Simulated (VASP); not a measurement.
# InP (rocksalt type) (Fm-3m) in VASP: further runs, part 2 of 2

VASP 6.6.1. The steps go on from the part before.

## (4) Single point, PBE (18.70 Å³/atom)

This run uses another cell than the first one, of 18.70 Å³/atom.

The input, INCAR:

```
ALGO = Normal ; EDIFF = 1E-6
ENCUT = 520 ; GGA = PE
ISIF = 2 ; ISMEAR = -1
LASPH = True ; LCHARG = False
LREAL = False ; LWAVE = False
NBANDS = 16 ; NELM = 80
PREC = Accurate ; SIGMA = 0.05
```

The input, KPOINTS:

```
k-points
0
Gamma
  13 13 13
```

The input, POSCAR:

```
InP
1.0
    0.0000000000      2.6540927425      2.6540927425
    2.6540927425      0.0000000000      2.6540927425
    2.6540927425      2.6540927425      0.0000000000
In P
1 1
Direct
    0.0000000000      0.0000000000      0.0000000000
    0.5000000000      0.5000000000      0.5000000000
```

Potentials or basis: VASP PAW PBE potentials, release 64 (In_d, P).

The run is started by

```
$ cat potpaw_PBE.64/In_d/POTCAR potpaw_PBE.64/P/POTCAR > POTCAR
$ mpirun -np 1 vasp_std > vasp.out
```

OUTCAR:

```text
EDIFF = 1E-6
   ENCUT = 520
   GGA = PE
   ISIF = 2
   ISMEAR = -1
   LASPH = True
   LREAL = False
   NELM = 80
   PREC = Accurate

 ion  position               nearest neighbor table
   1  0.000  0.000  0.000-   2 2.65   2 2.65   2 2.65   2 2.65   2 2.65   2 2.65
   2  0.500  0.500  0.500-   1 2.65   1 2.65   1 2.65   1 2.65   1 2.65   1 2.65

  LATTYP: Found a face centered cubic cell.
 ALAT       =     5.3081854850

  Lattice vectors:

 A1 = (   0.0000000000,   2.6540927425,   2.6540927425)
 A2 = (   2.6540927425,   0.0000000000,   2.6540927425)
 A3 = (   2.6540927425,   2.6540927425,   0.0000000000)

Analysis of symmetry for initial positions (statically):
=====================================================================
 Subroutine PRICEL returns:
 Original cell was already a primitive cell.

 Routine SETGRP: Setting up the symmetry group for a
 face centered cubic supercell.

 Subroutine GETGRP returns: Found 48 space group operations
 (whereof 48 operations were pure point group operations)
 out of a pool of 48 trial point group operations.

The static configuration has the point symmetry O_h .

Analysis of symmetry for dynamics (positions and initial velocities):
=====================================================================
 Subroutine PRICEL returns:
 Original cell was already a primitive cell.

 Routine SETGRP: Setting up the symmetry group for a
 face centered cubic supercell.

 Subroutine GETGRP returns: Found 48 space group operations
 (whereof 48 operations were pure point group operations)
 out of a pool of 48 trial point group operations.

The dynamic configuration has the point symmetry O_h .

 Subroutine INISYM returns: Found 48 space group operations
 (whereof 48 operations are pure point group operations),
 and found     1 'primitive' translations

----------------------------------------------------------------------------------------

                                     Primitive cell

  volume of cell :      37.3920

  direct lattice vectors                    reciprocal lattice vectors
     0.000000000  2.654092743  2.654092743    -0.188388293  0.188388293  0.188388293
     2.654092743  0.000000000  2.654092743     0.188388293 -0.188388293  0.188388293
     2.654092743  2.654092743  0.000000000     0.188388293  0.188388293 -0.188388293

  length of vectors
     3.753453952  3.753453952  3.753453952     0.326298094  0.326298094  0.326298094

  position of ions in fractional coordinates (direct lattice)
     0.000000000  0.000000000  0.000000000
     0.500000000  0.500000000  0.500000000

  ion indices of the primitive-cell ions
   primitive index   ion index
                 1           1
                 2           2

----------------------------------------------------------------------------------------

 KPOINTS: k-points

Automatic generation of k-mesh.
 Grid dimensions read from file:
 generate k-points for:   13   13   13

 Generating k-lattice:

  Cartesian coordinates                     Fractional coordinates (reciprocal lattice)
    -0.014491407  0.014491407  0.014491407     0.076923077  0.000000000  0.000000000
     0.014491407 -0.014491407  0.014491407     0.000000000  0.076923077  0.000000000
     0.014491407  0.014491407 -0.014491407     0.000000000  0.000000000  0.076923077

  Length of vectors
     0.025099853  0.025099853  0.025099853

  Shift w.r.t. Gamma in fractional coordinates (k-lattice)
     0.000000000  0.000000000  0.000000000

 Subroutine IBZKPT returns following result:
 ===========================================

 Found     84 irreducible k-points:

 Following reciprocal coordinates:
            Coordinates               Weight
  0.000000  0.000000  0.000000      1.000000
  0.076923  0.000000  0.000000      8.000000
  0.153846  0.000000  0.000000      8.000000
  0.230769  0.000000  0.000000      8.000000
  0.307692  0.000000  0.000000      8.000000
  0.384615  0.000000  0.000000      8.000000
[... 16 lines left out ...]
  0.384615  0.153846  0.000000     24.000000
  0.461538  0.153846  0.000000     24.000000
 [... further k-points ...]
   k-points           NKPTS =     84   k-points in BZ     NKDIM =     84   number of bands    NBANDS=     16
   number of dos      NEDOS =    301   number of ions     NIONS =      2
   total plane-waves  NPLWV =  21952
   dimension x,y,z NGX =    28 NGY =   28 NGZ =   28
   dimension x,y,z NGXF=    56 NGYF=   56 NGZF=   56
   ions per type =               1   1
   NGX,Y,Z   is equivalent  to a cutoff of  12.40, 12.40, 12.40 a.u.
   NGXF,Y,Z  is equivalent  to a cutoff of  24.80, 24.80, 24.80 a.u.
 SYSTEM =  unknown system
   PREC   = accura    normal or accurate (medium, high low for compatibility)
   ISTART =      0    job   : 0-new  1-cont  2-samecut
   ICHARG =      2    charge: 1-file 2-atom 10-const
   ISPIN  =      1    spin polarized calculation?
   LNONCOLLINEAR =      F non collinear calculations
   LSORBIT =      F    spin-orbit coupling
   LASPH  =      T    aspherical Exc in radial PAW
   ENCUT  =  520.0 eV  38.22 Ry    6.18 a.u.   6.98  6.98  6.98*2*pi/ulx,y,z
   NELM   =     80;   NELMIN=  2; NELMDL= -5     # of ELM steps
   EDIFF  = 0.1E-05   stopping-criterion for ELM
   LREAL  =      F    real-space projection
   EDIFFG = 0.1E-04   stopping-criterion for IOM
   NSW    =      0    number of steps for IOM
   IBRION =     -1    ionic relax: 0-MD 1-quasi-New 2-CG
   NFREE  =      0    steps in history (QN), initial steepest desc. (CG)
   ISIF   =      2    stress and relaxation
   ISYM   =      2    0-nonsym 1-usesym 2-fastsym
   POTIM  = 0.5000    time-step for ionic-motion
   TEBEG  =    0.0;   TEEND  =   0.0 temperature during run
   PSTRESS=    0.0 pullay stress
   NELECT =      18.0000    total number of electrons
   NUPDOWN=      -1.0000    fix difference up-down
   EMIN   =  10.00;   EMAX   =-10.00  energy-range for DOS
   EFERMI =   0.00;   METHOD = LEGACY
   ISMEAR =    -1;   SIGMA  =   0.05  broadening in eV -4-tet -1-fermi 0-gaus
   EFERMI_NEDOS =   21; number of points for ismear=-14 and -15
   IALGO  =     38    algorithm
   IMIX   =      4    mixing-type and parameters
     AMIX     =   0.40;   BMIX     =  1.00
     AMIX_MAG =   1.60;   BMIX_MAG =  1.00
  volume/ion in A,a.u.               =      18.70       126.17
  Fermi-wavevector in a.u.,A,eV,Ry     =   1.283038  2.424591 22.397733  1.646187
  Thomas-Fermi vector in A             =   2.415314
   LORBIT       =      0    0 simple, 1 ext, 2 COOP (PROOUT), +10 PAW based schemes
   GGA     = PE    functional components
   LHFCALC =     F    Hartree Fock is set to
   AEXX    =    0.0000 exact exchange contribution
   IVDW    =     0    specifies the selected vdW correction
   LEPSILON=     F    determine dielectric tensor
   LRPA    =     F    only Hartree local field effects (RPA)
 non-spin polarized calculation
  energy-cutoff  :      520.00
  volume of cell :       37.39
 maximum number of plane-waves:      1020
   NGX = 13   NGY = 13   NGZ = 13

 number of electron      17.9999991 magnetization

 Free energy of the ion-electron system (eV)
  ---------------------------------------------------
  ext. energy  EPLUGINS =         0.00000000
  ---------------------------------------------------
  free energy    TOTEN  =        -7.73968031 eV

  energy without entropy =       -7.73281064  energy(sigma->0) =       -7.73624548

 E-fermi :   8.7132     XC(G=0): -10.9953

 val. band max:        8.6779459142   @ k =  -0.4615   0.0769   0.0000
 cond. band min:       8.7463979575   @ k =  -0.1538   0.0769   0.0000
 fundamental gap:      0.0684520433
 Fermi energy:         8.7132198834

 k-point     1 :       0.0000    0.0000    0.0000
  band No.  band energies     occupation
      1      -5.7181      2.00000
      2      -5.7181      2.00000
      3      -5.6890      2.00000
      4      -5.6890      2.00000
      5      -5.6890      2.00000
      6      -4.3312      2.00000
[... 8 lines left out ...]
     15      17.9839      0.00000
     16      17.9840      0.00000

 k-point     2 :       0.0769    0.0000    0.0000
  band No.  band energies     occupation
      1      -5.7223      2.00000
      2      -5.7223      2.00000
      3      -5.6897      2.00000
      4      -5.6834      2.00000
      5      -5.6834      2.00000
      6      -4.2464      2.00000
[... 8 lines left out ...]
     15      17.0928      0.00000
     16      17.8373      0.00000
[... 387 lines left out ...]
      5      -5.5729      2.00000
      6      -2.4462      2.00000
[... 8 lines left out ...]
     15      20.1743      0.00000
     16      20.4368      0.00000

 k-point    24 :       0.4615    0.1538    0.0000
  band No.  band energies     occupation
      1      -5.9027      2.00000
      2      -5.7679      2.00000
      3      -5.7028      2.00000
      4      -5.6044      2.00000
      5      -5.5585      2.00000
      6      -1.8281      2.00000
[... 8 lines left out ...]
     15      20.6434      0.00000
     16      21.5654      0.00000

 [... further k-points ...]
[... 5 lines left out ...]
  --------------------------------------------------------------------------------------
  -------------------------------------------------------------------------------------
  Total        2.9786581      2.9786581      2.9786581     -0.0000000      0.0000000      0.0000000
  in kB      127.6300554    127.6300554    127.6300554     -0.0000000      0.0000000      0.0000000
  external PRESSURE =     127.6300554 kB  Pullay stress =       0.0000000 kB

 VOLUME and BASIS-vectors are now :
 -----------------------------------------------------------------------------
  energy-cutoff  :      520.00
  volume of cell :       37.39
      direct lattice vectors                 reciprocal lattice vectors
     0.000000000  2.654092743  2.654092743    -0.188388293  0.188388293  0.188388293
     2.654092743  0.000000000  2.654092743     0.188388293 -0.188388293  0.188388293
     2.654092743  2.654092743  0.000000000     0.188388293  0.188388293 -0.188388293

 POSITION                                       TOTAL-FORCE (eV/Angst)
 -----------------------------------------------------------------------------------
      0.00000      0.00000      0.00000         0.000000      0.000000     -0.000000
      2.65409      2.65409      2.65409         0.000000      0.000000      0.000000
 -----------------------------------------------------------------------------------
    total drift:                               -0.000000      0.000000      0.000000

  FREE ENERGIE OF THE ION-ELECTRON SYSTEM (eV)
  ---------------------------------------------------
  free  energy   TOTEN  =        -7.7396803111 eV

  energy  without entropy=       -7.7328106405  energy(sigma->0) =       -7.73624548
```

It took 91 s on 1 thread of Intel Xeon 8259CL, shared host; peak memory 0.19 GiB.

What came out:

```
Free energy            : -7.7397 eV
Pressure               : 12.8 GPa
Band gap on the k mesh : zero (bands 9 and 10 overlap by 2.63 eV)
```

Caveat: the cell stands under pressure; spin-orbit coupling is left out, which moves the levels of the heavy elements.

## (5) Single point, PBE (19.97 Å³/atom)

This run uses another cell than the first one, of 19.97 Å³/atom.

The input, INCAR:

```
SYSTEM = InP
PREC = Accurate
ENCUT = 520
EDIFF = 1E-6
ISMEAR = -1
SIGMA = 0.05
LREAL = .False.
LASPH = .True.
NELM = 100
ALGO = Normal
ISIF = 2
LWAVE = .False.
LCHARG = .False.
GGA = PE
NBANDS = 16
```

The input, KPOINTS:

```
Automatic mesh
0
Gamma
  13 13 13
  0 0 0
```

The input, POSCAR:

```
InP
1.0
    0.0000000000      2.7130917968      2.7130917968
    2.7130917968      0.0000000000      2.7130917968
    2.7130917968      2.7130917968      0.0000000000
In P
1 1
Direct
    0.0000000000      0.0000000000      0.0000000000
    0.5000000000      0.5000000000      0.5000000000
```

The run is started by

```
$ cat potpaw_PBE.64/In_d/POTCAR potpaw_PBE.64/P/POTCAR > POTCAR
$ mpirun -np 1 vasp_std > vasp.out
```

It took 2 min on 1 thread of Intel Xeon 8259CL, shared host; peak memory 0.2 GiB.

It converged, with:

| Property | Result |
| --- | --- |
| Free energy | -7.8806 eV |
| Pressure | 5.3 GPa |
| Band gap on the k mesh | zero (bands 9 and 10 overlap by 2.68 eV) |

Levels at points of the mesh, in eV from the Fermi level:
```csv
k point,band 6,band 7,band 8,band 9,band 10,band 11,band 12,band 13
"(0.00, 0.00, 0.00)",-12.48,-0.33,-0.33,-0.33,1.04,7.11,7.11,7.11
```

Caveat: the cell stands under pressure; spin-orbit coupling is left out, which moves the levels of the heavy elements.

## (6) Overview

```tsv
cell	gap on the mesh (eV)	pressure (GPa)
a = 3.511 Å, angles 60.0°, 2 atoms	none	52.6
a = 3.636 Å, angles 60.0°, 2 atoms	none	27.9
a = 3.753 Å, angles 60.0°, 2 atoms	none	12.8
a = 3.837 Å, angles 60.0°, 2 atoms	none	5.3
```

Alike in all rows: task single point; level PBE; potentials or basis VASP PAW PBE potentials, release 64 (In_d, P); no spin polarisation; k mesh 13 × 13 × 13; cutoff (eV) 520; smearing fermi-dirac 0.05 eV.

Caveats: the cell stands under pressure; spin-orbit coupling is left out, which moves the levels of the heavy elements.

Total energies depend on the potentials used, so only differences within one code and one set of settings carry meaning.

The gap in the log of VASP goes by the Fermi energy; the results here count the filled bands.